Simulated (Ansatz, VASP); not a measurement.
C: VASP beside Ansatz

```
C
1.0
    -1.83165    1.83165    3.35856
     1.83165   -1.83165    3.35856
     1.83165    1.83165   -3.35856
C
5
Direct
  0.69736 0.69736 0.39471
  0.30264 0.69736 0.00000
  0.30264 0.30264 0.60529
  0.69736 0.30264 0.00000
  0.00000 0.00000 0.00000
```

Alike in both runs: task relaxation of cell and atoms; functional PBE; k mesh 14 × 14 × 14; occupations gaussian, width 0.1 eV; no spin polarisation.

|  | VASP | Ansatz |
| --- | --- | --- |
| version | VASP 6.6.1 | Ansatz 0.2.0 |
| potentials or method | VASP PAW PBE potentials, release 64 (C), cutoff 600 eV | scalar-relativistic, plane waves, PAW |
| valence electrons in the cell | 20 | 20 |

|  | VASP | Ansatz | Ansatz less VASP |
| --- | --- | --- | --- |
| gap on the k mesh at the Fermi level, each at its own relaxed structure (eV) | none | none | - |
| relaxed volume (Å³/atom) | 8.94 | 9.28 | +0.333 |
| relaxed cell length with the largest relative difference (Å) | 4.235 | 4.336 | +0.1003 |

A gap of «none» marks a metal or a gap that the smearing closes.
